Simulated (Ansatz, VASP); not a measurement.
# One calculation of SiC, two programs

```
Si C
1.0
     0.00000    2.21704    2.21704
     2.21704    0.00000    2.21704
     2.21704    2.21704    0.00000
Si C
1 1
Direct
  0.00000 0.00000 0.00000
  0.25000 0.25000 0.25000
```

Change from the starting cell: hydrostatic strain +1.8%.

Alike in both runs: task single point; functional r2SCAN; k mesh 10 × 10 × 10; no spin polarisation.

|  | VASP | Ansatz |
| --- | --- | --- |
| version | VASP 6.6.1 | Ansatz 0.2.0 |
| potentials or method | VASP PAW PBE potentials, release 64 (Si, C) | plane waves, PAW |
| plane-wave cutoff (eV) | 520 | 500 |
| occupations | gaussian, width 0.01 eV | fixed |
| valence electrons in the cell | 8 | 8 |

VASP gave:

| Item | Value |
| --- | --- |
| gap on the k mesh at the Fermi level (eV) | 1.76 |
| pressure (GPa) | -11.0 |

Question: What did Ansatz give for the same quantities?

Answer: gap on the k mesh at the Fermi level (eV): 1.75; pressure (GPa): -10.9.

VASP's potentials were made for PBE, not for r2SCAN.
